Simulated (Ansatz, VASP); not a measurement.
## One calculation of Al, two programs

File POSCAR:

```
Al
1.0
    2.7618688384      0.0000000000      0.0000000000
   -1.3809344192      2.3918485760      0.0000000000
    0.0000000000      0.0000000000      4.4584816587
Al
2
Direct
    0.3333333333      0.6666666667      0.2500000000
    0.6666666667      0.3333333333      0.7500000000
```

Contents of INCAR.step1:

```
SYSTEM = Al
ALGO = Normal
EDIFF = 1E-4
ENCUT = 520
GGA = PE
ISMEAR = -1
LASPH = .TRUE.
LCHARG = .FALSE.
LREAL = .FALSE.
LWAVE = .TRUE.
NBANDS = 10
NELM = 60
PREC = Accurate
SIGMA = 0.1
```

Contents of INCAR.step2:

```
SYSTEM = Al
ALGO = Normal
EDIFF = 1E-7
ENCUT = 520
ISIF = 2
ISMEAR = -1
ISTART = 1
LASPH = .TRUE.
LCHARG = .FALSE.
LMIXTAU = .TRUE.
LREAL = .FALSE.
LWAVE = .FALSE.
METAGGA = R2SCAN
NBANDS = 10
NELM = 60
PREC = Accurate
SIGMA = 0.1
```

The input KPOINTS:

```
k-points
0
G
  14 14 8
  0 0 0
```

Input for Ansatz:

```yaml
crystal:
  lattice:
    - [2.7618688384, 0.0, 0.0]
    - [-1.3809344192, 2.391848576, 0.0]
    - [0.0, 0.0, 4.4584816587]
  atoms:
    - { symbol: Al, position: [0.3333333333, 0.6666666667, 0.25] }
    - { symbol: Al, position: [0.6666666667, 0.3333333333, 0.75] }
hamiltonian:
  xc: r2scan
  pseudopotentials:
    kind: paw
    azcp:
      Al: "pseudopotentials/Al.paw.azcp"
basis:
  ecutwfc: 500
  fft_grid_basis: typed
kpoints:
  mp_grid: { grid: [14, 14, 8], shift: [0, 0, 0] }
magnetization:
  spin_polarized: false
scf:
  occupations: { method: fermi_dirac, width: 0.1 }
  lower_state_search: "off"
output:
  stress: true
```

Alike in both runs: task single point; functional r2SCAN; k mesh 14 × 14 × 8; occupations fermi-dirac, width 0.1 eV; no spin polarisation.

|  | VASP | Ansatz |
| --- | --- | --- |
| version | VASP 6.6.1 | Ansatz 0.2.0 |
| potentials or method | VASP PAW PBE potentials, release 64 (Al), cutoff 520 eV | plane waves (500 eV) with PAW, scalar-relativistic |
| valence electrons in the cell | 6 | 6 |

Ansatz gave:

```
pressure (GPa)                                                : 8.9
traceless stress, the component that is largest in VASP (GPa) : 1.89
```

Question: Which values does VASP return?

Answer: Pressure (GPa): 8.5; traceless stress, the component that is largest in VASP (GPa): 1.89.

VASP's potentials were made for PBE, not for r2SCAN. With one functional, cell and mesh, what is left measures potentials, basis and numerics.
